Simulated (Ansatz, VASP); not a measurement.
## One calculation of Sb, two programs

Contents of INCAR:

```
SYSTEM = Sb
PREC = Accurate
ENCUT = 520
EDIFF = 1E-6
ISMEAR = -1
SIGMA = 0.05
LREAL = .False.
LASPH = .True.
NELM = 60
ALGO = Normal
ISIF = 2
LWAVE = .False.
LCHARG = .False.
GGA = PE
NBANDS = 12
```

KPOINTS

```
regular mesh
0
Gamma
  12 12 7
  0 0 0
```

Contents of POSCAR:

```
Sb
1.0
    3.3690001795     -0.0168450009     -0.0168450009
   -1.6990882885      2.9260622412     -0.0061656983
   -0.0266500000     -0.0266500000      5.3300000000
Sb
2
Direct
    0.3333333333      0.6666666667      0.2500000000
    0.6666666667      0.3333333333      0.7500000000
```

Input for Ansatz:

```yaml
crystal:
  lattice:
    - [3.3690001795, -0.0168450009, -0.0168450009]
    - [-1.6990882885, 2.9260622412, -0.0061656983]
    - [-0.02665, -0.02665, 5.33]
  atoms:
    - { symbol: Sb, position: [0.3333333333, 0.6666666667, 0.25] }
    - { symbol: Sb, position: [0.6666666667, 0.3333333333, 0.75] }
kpoints:
  mp_grid: { grid: [12, 12, 7] }
  band_path:
    path:
      - [0.0, 0.0, 0.0]
      - [0.0, 0.0, 0.5]
      - [-0.5, 0.5, 0.0]
      - [0.0, 0.0, 0.0]
      - [0.0, -0.5, 0.0]
      - [-0.5, 0.0, 0.5]
      - [0.0, 0.0, 0.0]
      - [-0.5, 0.0, 0.0]
      - [0.0, -0.5, 0.5]
    npoints: 5
scf:
  occupations: { method: fermi_dirac, width: 0.05 }
hamiltonian:
  xc: pbe
  pseudopotentials: { kind: all_electron, lapw: { basis_error: 0.0005 } }
output:
  forces: true
  stress: true
  eigenvalues: true
```

Change from the starting cell: equal xy, yz and zx shear strains of -1 %.

Alike in both runs: task single point; functional PBE; k mesh 12 × 12 × 7; occupations fermi-dirac, width 0.05 eV; no spin polarisation.

|  | VASP | Ansatz |
| --- | --- | --- |
| version | VASP 6.6.1 | Ansatz 0.2.0 |
| potentials or method | VASP PAW PBE potentials, release 64 (Sb), cutoff 520 eV | all-electron LAPW, scalar-relativistic |

```csv
,VASP,Ansatz,Ansatz less VASP
pressure (GPa),2.9,3.0,+0.14
"traceless stress, the component that is largest in VASP (GPa)",-0.72,-0.71,+0.005
rms of the force components (eV/Å),0.010,0.010,-0.0001
```

Atom by atom the forces differ by 0.000 eV/Å (rms over components). Ansatz ran all-electron here, and VASP with PAW potentials.

Spin-orbit coupling is off throughout.
